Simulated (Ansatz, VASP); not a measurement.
One calculation of Te2Mo, two programs

```
Te Mo
1.0
     3.46900    0.00000    0.00000
     0.00000    6.33000    0.00000
     0.00000    0.00000   28.02061
Te Mo
8 4
Cartesian
  0.8672 3.1846 8.6383
  2.6018 6.2994 9.2237
  0.8672 5.4044 12.1152
  2.6018 2.1770 12.7515
  2.6018 4.9123 15.2613
  0.8672 1.7687 15.9063
  2.6018 2.6779 18.7956
  0.8672 5.8799 19.3825
  2.6018 3.8329 10.6053
  0.8672 1.5355 10.7870
  0.8672 4.2428 17.2202
  2.6018 0.2035 17.4203
```

Alike in both runs: functional PBE; dispersion D3(BJ); k mesh 7 × 4 × 1; occupations gaussian, width 0.05 eV; no spin polarisation.

Ansatz relaxed the structure, and its values are those at the end. VASP's run is a single point on that final structure, the one shown.

```csv
,VASP,Ansatz
version,VASP 6.6.1,Ansatz 0.2.0
potentials or method,"VASP PAW PBE potentials, release 64 (Te, Mo_sv), cutoff 520 eV","scalar-relativistic, plane waves, PAW"
valence electrons in the cell,104,184
```

Ansatz gave:

* gap on the k mesh at the Fermi level (eV): none
* rms of the force components (eV/Å): 0.002

Question: Estimate VASP's values.

Answer: gap on the k mesh at the Fermi level (eV): none; rms of the force components (eV/Å): 0.007.

A gap of «none» marks a metal or a gap that the smearing closes. VASP's potentials hold 104 valence electrons a cell and Ansatz's 184, so a difference there can come from the potentials and not from the codes.

Spin-orbit coupling is off throughout.
